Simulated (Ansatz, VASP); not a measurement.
AlIn: VASP beside Ansatz

```
Al In
1.0
     3.05413    0.00000    0.00000
    -1.52707    2.64496    0.00000
     0.00000    0.00000    5.71146
Al In
1 1
Direct
  0.00000 0.00000 0.00000
  0.00000 0.00000 0.50000
```

Alike in both runs: task single point; functional PBE; k mesh 8 × 8 × 4; occupations fermi-dirac, width 0.05 eV; no spin polarisation.

|  | VASP | Ansatz |
| --- | --- | --- |
| version | VASP 6.6.1 | Ansatz 0.2.0 |
| potentials or method | VASP PAW PBE potentials, release 64 (Al, In_d) | Ansatz PAW |
| plane-wave cutoff (eV) | 520 | 420 |
| valence electrons in the cell | 16 | 16 |

```tsv
	VASP	Ansatz	Ansatz less VASP
gap on the k mesh at the Fermi level (eV)	none	none	-
pressure (GPa)	1.1	1.1	-0.04
traceless stress, the component that is largest in VASP (GPa)	0.68	0.69	+0.007
```

A gap of «none» marks a metal or a gap that the smearing closes.
